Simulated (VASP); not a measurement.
# Ru (P6_3/mmc) in VASP: a series of runs, part 2 of 2

VASP 6.6.1.

## 3. Single point, PBE (z stretched by +2 %, then relaxed in part)

INCAR

```
PREC     = Accurate       # precision mode
ENCUT    = 520            # plane-wave cutoff, eV
EDIFF    = 1E-6           # SCF threshold, eV
ISMEAR   = -1             # smearing method
SIGMA    = 0.05           # smearing width, eV
LREAL    = False          # projectors in reciprocal space
LASPH    = True           # aspherical terms in the spheres
NELM     = 80             # most SCF steps
ALGO     = Normal         # electronic algorithm
ISIF     = 2              # what is computed and relaxed
LWAVE    = False          # write WAVECAR
LCHARG   = True           # write CHGCAR
GGA      = PE             # functional
LELF     = True           # ELF
LVHAR    = True         
NBANDS   = 21             # bands
```

KPOINTS

```
regular mesh
0
Gamma
  20 20 11
```

POSCAR

```
Ru
1.0
    2.7058000000      0.0000000000      0.0000000000
   -1.3529000000      2.3432915376      0.0000000000
    0.0000000000      0.0000000000      4.3675380000
Ru
2
Direct
    0.3333333333      0.6666666667      0.2500000000
    0.6666666667      0.3333333333      0.7500000000
```

Potentials or basis: VASP PAW PBE potentials, release 64 (Ru_pv).

Launch:

```
$ cat potpaw_PBE.64/Ru_pv/POTCAR > POTCAR
$ mpirun -np 1 vasp_std > vasp.out
```

OUTCAR:

```text
PREC = Accurate
   ENCUT = 520
   EDIFF = 1E-6
   ISMEAR = -1
   LREAL = False
   LASPH = True
   NELM = 80
   ISIF = 2
   GGA = PE

 ion  position               nearest neighbor table
   1  0.333  0.667  0.250-   2 2.69   2 2.69   2 2.69   2 2.69   2 2.69   2 2.69
   2  0.667  0.333  0.750-   1 2.69   1 2.69   1 2.69   1 2.69   1 2.69   1 2.69

  LATTYP: Found a hexagonal cell.
 ALAT       =     2.7058000000
 C/A-ratio  =     1.6141392564

  Lattice vectors:

 A1 = (   2.7058000000,   0.0000000000,   0.0000000000)
 A2 = (  -1.3529000000,   2.3432915376,   0.0000000000)
 A3 = (   0.0000000000,   0.0000000000,   4.3675380000)

Analysis of symmetry for initial positions (statically):
=====================================================================
 Subroutine PRICEL returns:
 Original cell was already a primitive cell.

 Routine SETGRP: Setting up the symmetry group for a
 hexagonal supercell.

 Subroutine GETGRP returns: Found 24 space group operations
 (whereof 12 operations were pure point group operations)
[... 160 lines left out ...]
  ext. energy  EPLUGINS =         0.00000000
  ---------------------------------------------------
  free energy    TOTEN  =       -18.45922736 eV

  energy without entropy =      -18.44415444  energy(sigma->0) =      -18.45169090

 E-fermi :  12.4954     XC(G=0): -13.9993

 val. band max:       12.4904848301   @ k =   0.5000   0.0000   0.1818
 cond. band min:      12.5126364800   @ k =   0.1000   0.0000   0.3636
 fundamental gap:      0.0221516499
 Fermi energy:        12.4954144128

 k-point     1 :       0.0000    0.0000    0.0000
  band No.  band energies     occupation
      1     -31.0618      2.00000
      2     -30.1944      2.00000
      3     -30.1944      2.00000
      4     -30.0506      2.00000
      5     -30.0506      2.00000
      6     -30.0366      2.00000
[... 565 lines left out ...]
     20      22.9254      0.00000
     21      22.9275      0.00000

 [... further k-points ...]

------------------------ aborting loop because EDIFF is reached ----------------------------------------

  FORCE on cell =-STRESS in cart. coord.  units (eV):
  Direction    XX          YY          ZZ          XY          YZ          ZX
  --------------------------------------------------------------------------------------
  -------------------------------------------------------------------------------------
  Total        0.2685075      0.2685075     -1.5571260      0.0000000      0.0000000     -0.0000000
  in kB       15.5348928     15.5348928    -90.0898017      0.0000000      0.0000000     -0.0000000
  external PRESSURE =     -19.6733387 kB  Pullay stress =       0.0000000 kB

 VOLUME and BASIS-vectors are now :
 -----------------------------------------------------------------------------
  energy-cutoff  :      520.00
  volume of cell :       27.69
      direct lattice vectors                 reciprocal lattice vectors
     2.705800000  0.000000000  0.000000000     0.369576465  0.213375072  0.000000000
    -1.352900000  2.343291538  0.000000000     0.000000000  0.426750144  0.000000000
     0.000000000  0.000000000  4.367538000     0.000000000  0.000000000  0.228961946

 POSITION                                       TOTAL-FORCE (eV/Angst)
 -----------------------------------------------------------------------------------
     -0.00000      1.56219      1.09188        -0.000000     -0.000000      0.000000
      1.35290      0.78110      3.27565         0.000000      0.000000      0.000000
 -----------------------------------------------------------------------------------
    total drift:                                0.000000     -0.000000      0.000000

  FREE ENERGIE OF THE ION-ELECTRON SYSTEM (eV)
  ---------------------------------------------------
  free  energy   TOTEN  =       -18.4592273609 eV

  energy  without entropy=      -18.4441544395  energy(sigma->0) =      -18.45169090
```

OSZICAR:

```text
N       E                     dE             d eps       ncg     rms          rms(c)
DAV:   1     0.287936479753E+03    0.28794E+03   -0.17572E+04 11112   0.148E+03
DAV:   2    -0.139411014166E+02   -0.30188E+03   -0.29264E+03 11388   0.444E+02
DAV:   3    -0.197842957648E+02   -0.58432E+01   -0.58082E+01 13013   0.691E+01
DAV:   4    -0.198272675202E+02   -0.42972E-01   -0.42920E-01 13803   0.569E+00
DAV:   5    -0.198278578061E+02   -0.59029E-03   -0.58489E-03 12776   0.595E-01    0.169E+01
DAV:   6    -0.185394735967E+02    0.12884E+01   -0.29638E+00 12558   0.167E+01    0.436E+00
DAV:   7    -0.184665280635E+02    0.72946E-01   -0.39945E-01 12778   0.468E+00    0.989E-01
DAV:   8    -0.184596668641E+02    0.68612E-02   -0.17320E-02 12149   0.103E+00    0.324E-01
DAV:   9    -0.184592201552E+02    0.44671E-03   -0.92297E-04 12546   0.325E-01    0.332E-02
DAV:  10    -0.184592313840E+02   -0.11229E-04   -0.63542E-05 12623   0.819E-02    0.207E-02
DAV:  11    -0.184592274357E+02    0.39483E-05   -0.11084E-05 12508   0.313E-02    0.138E-03
DAV:  12    -0.184592273609E+02    0.74865E-07   -0.72310E-08  7464   0.280E-03
   1 F= -.18459227E+02 E0= -.18451691E+02  d E =-.150729E-01
```

stdout:

```text
POSCAR found type information on POSCAR Ru
 POSCAR found :  1 types and       2 ions
 scaLAPACK will be used
 LDA part: xc-table for (Slater+PW92), standard interpolation
 POSCAR, INCAR and KPOINTS ok, starting setup
 FFT: planning ... GRIDC
 FFT: planning ... GRID_SOFT
 FFT: planning ... GRID
 WAVECAR not read
 entering main loop
```

It took 43 s on 1 thread of Intel Xeon 6975P-C (Granite Rapids), shared host; peak memory 0.23 GiB.

Results:

- Free energy: -18.4592 eV
- Pressure: -2.0 GPa
- Band gap on the k mesh: zero (band 14 reaches 14.13 eV, above the bottom of band 15 at 11.04 eV)

Levels at points of the mesh, in eV from the Fermi level:
| k point | band 10 | band 11 | band 12 | band 13 | band 14 | band 15 | band 16 | band 17 | band 18 | band 19 |
| --- | --- | --- | --- | --- | --- | --- | --- | --- | --- | --- |
| (0.00, 0.00, 0.00) | -2.51 | -2.51 | -1.90 | -1.90 | -1.21 | -1.21 | 1.04 | 1.14 | 1.14 | 9.79 |
| (0.50, 0.00, 0.00) | -2.80 | -2.15 | -1.70 | -1.59 | 1.48 | 1.76 | 1.84 | 3.99 | 6.03 | 10.43 |

Caveat: the cell differs from its parent crystal (z stretched by +2 %, then relaxed in part).

## 4. Single point, PBE (z stretched by +3 %, then relaxed in part)

INCAR

```
SYSTEM = Ru
PREC = Accurate ; ENCUT = 520
EDIFF = 1E-7 ; ISMEAR = -1
SIGMA = 0.05 ; LREAL = .FALSE.
LASPH = .TRUE. ; NELM = 60
ALGO = Normal ; ISIF = 2
LWAVE = .FALSE. ; LCHARG = .TRUE.
GGA = PE ; LELF = .TRUE.
LVHAR = .TRUE. ; NBANDS = 21
```

KPOINTS

```
regular mesh
0
G
  20 20 11
  0 0 0
```

POSCAR, as its differences from that of step 3:

```diff
@@ -4,3 +4,3 @@
    -1.3529000000      2.3432915376      0.0000000000
-    0.0000000000      0.0000000000      4.3675380000
+    0.0000000000      0.0000000000      4.4103570000
 Ru
```

Launch:

```
$ cat potpaw_PBE.64/Ru_pv/POTCAR > POTCAR
$ mpirun -np 1 vasp_std > vasp.out
```

Wall time 48 s (1 thread of Intel Xeon 6975P-C (Granite Rapids), shared host); peak memory 0.23 GiB.

Results (log left out):

```
Free energy            : -18.4395 eV
Pressure               : -4.8 GPa
Band gap on the k mesh : zero (band 14 reaches 13.98 eV, above the bottom of band 15 at 10.94 eV)
```

Stress tensor (GPa, compression positive):
```
  0.05   0.00   0.00
  0.00   0.05   0.00
  0.00   0.00 -14.45
```

Levels at points of the mesh, in eV from the Fermi level:
```
           k point  band 10  band 11  band 12  band 13  band 14  band 15  band 16  band 17  band 18  band 19
(0.00, 0.00, 0.00)    -2.46    -2.46    -1.88    -1.88    -1.12    -1.12     0.94     1.13     1.13     9.54
(0.50, 0.00, 0.00)    -2.68    -2.17    -1.64    -1.61     1.52     1.70     1.86     3.97     6.00    10.45
```

Caveat: the cell differs from its parent crystal (z stretched by +3 %, then relaxed in part).

## 5. Relaxation of the atoms, PBE (z stretched by -3 %)

INCAR

```
SYSTEM = Ru
ALGO = Normal ; EDIFF = 1E-6
EDIFFG = -0.02 ; ENCUT = 520
GGA = PE ; IBRION = 2
ISIF = 2 ; ISMEAR = -1
LASPH = .TRUE. ; LCHARG = .FALSE.
LREAL = .FALSE. ; LWAVE = .FALSE.
NELM = 100 ; NSW = 80
PREC = Accurate ; SIGMA = 0.05
```

KPOINTS

```
k-points
0
G
  20 20 11
  0 0 0
```

POSCAR, as its differences from that of step 4:

```diff
@@ -4,3 +4,3 @@
    -1.3529000000      2.3432915376      0.0000000000
-    0.0000000000      0.0000000000      4.4103570000
+    0.0000000000      0.0000000000      4.1534430000
 Ru
```

Launch:

```
$ cat potpaw_PBE.64/Ru_pv/POTCAR > POTCAR
$ mpirun -np 1 vasp_std > vasp.out
```

Wall time 55 s (1 thread of Intel Xeon 6975P-C, shared host); peak memory 0.22 GiB.

It converged, with:

| Quantity | Value |
| --- | --- |
| Free energy | -18.3953 eV |
| Pressure after relaxing | 16.2 GPa |
| Band gap on the k mesh | zero (band 14 reaches 14.96 eV, above the bottom of band 15 at 11.65 eV) |

Stress tensor (GPa, compression positive):
```
11.26  0.00  0.00
 0.00 11.26  0.00
 0.00  0.00 26.15
```

Final structure:
```
CELL_PARAMETERS angstrom
2.70580 0.00000 0.00000
-1.35290 2.34329 0.00000
0.00000 0.00000 4.15344
ATOMIC_POSITIONS crystal
Ru 0.33333 0.66667 0.25000
Ru 0.66667 0.33333 0.75000
```

Levels at points of the mesh, in eV from the Fermi level:
```
           k point  band 11  band 12  band 13  band 14  band 15  band 16  band 17  band 18
(0.00, 0.00, 0.00)    -2.26    -2.00    -2.00    -1.73    -1.73     1.20     1.20     1.68
(0.50, 0.00, 0.00)    -1.99    -1.98    -1.44     1.27     1.78     2.12     4.12     6.22
```

Caveat: the cell differs from its parent crystal (z stretched by -3 %); the relaxation stopped at its first step, so nothing moved.

## 6. Summary

```csv
task,cell,gap on the mesh (eV),pressure (GPa)
single point,"a = 2.706, b = 2.706, c = 4.325 Å, angles 90.0, 90.0, 120.0°, 2 atoms",none,1.1
single point,"a = 2.706, b = 2.706, c = 4.368 Å, angles 90.0, 90.0, 120.0°, 2 atoms",none,-2.0
single point,"a = 2.706, b = 2.706, c = 4.410 Å, angles 90.0, 90.0, 120.0°, 2 atoms",none,-4.8
relaxation of the atoms,"atoms relaxed from a = 2.706, b = 2.706, c = 4.153 Å, angles 90.0, 90.0, 120.0°, 2 atoms",none,16.2
```

Alike in all rows: level PBE; potentials or basis VASP PAW PBE potentials, release 64 (Ru_pv); no spin polarisation; k mesh 20 × 20 × 11; cutoff (eV) 520; smearing fermi-dirac 0.05 eV.

Caveats: the relaxation stopped at its first step, so nothing moved (some runs).

Absolute energies hang on the potentials; compare differences alone.
